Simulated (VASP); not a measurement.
Wanted: the native input for a VASP 6.6.1 run.

| Quantity | Value |
| --- | --- |
| Task | single point |
| Functional | PBEsol |
| Potentials or basis | VASP PAW PBE potentials, release 64 (Sn_d, O) |
| Cutoff | 520 eV |
| k mesh | 6 × 6 × 8 |
| Occupations | fermi-dirac, width 0.05 eV |
| Spin | no spin polarisation |
| Dipole correction | no |
| Further INCAR settings | ALGO = Normal; EDIFF = 1e-07; NBANDS = 35 |

The structure of SnO2 lies in POSCAR:

```
SnO2
1.0
    4.6050332094      0.0000000000      0.0000000000
    0.0000000000      4.6050332094      0.0000000000
    0.0000000000      0.0000000000      3.1622480687
Sn O
2 4
Direct
    0.5000000000      0.5000000000      0.5000000000
    0.0000000000      0.0000000000      0.0000000000
    0.8053810243      0.1946189757      0.5000000000
    0.6946189757      0.6946189757      0.0000000000
    0.1946189757      0.8053810243      0.5000000000
    0.3053810243      0.3053810243      0.0000000000
```

One way to write it, as run:

INCAR

```
PREC     = Accurate       # precision mode
ENCUT    = 520            # plane-wave cutoff, eV
EDIFF    = 1E-7           # SCF threshold, eV
ISMEAR   = -1             # smearing method
SIGMA    = 0.05           # smearing width, eV
LREAL    = F              # projectors in reciprocal space
LASPH    = T              # aspherical terms in the spheres
NELM     = 80             # most SCF steps
ALGO     = Normal         # electronic algorithm
ISIF     = 2              # what is computed and relaxed
LWAVE    = F              # write WAVECAR
LCHARG   = F              # write CHGCAR
GGA      = PS             # functional
NBANDS   = 35             # bands
```

KPOINTS

```
Automatic mesh
0
Gamma
  6 6 8
```

Potentials or basis: VASP PAW PBE potentials, release 64 (Sn_d, O).

The run is started by

```sh
$ cat potpaw_PBE.64/Sn_d/POTCAR potpaw_PBE.64/O/POTCAR > POTCAR
$ mpirun -np 1 vasp_std > vasp.out
```

It gave:

```
Pressure               : 20.8 GPa
Largest force          : 0.014 eV/Å
Band gap on the k mesh : 1.87 eV
```

Caveat: the cell stands under pressure; the PAW data sets were made with another functional, which shifts forces and pressure a little; spin-orbit coupling is left out, which moves the levels of the heavy elements.

Run time: 78 s on 1 thread of Intel(R) Xeon(R) Platinum 8259CL CPU @ 2.50GHz (Skylake/Cascade Lake), on a shared host, peak memory 0.23 GiB.
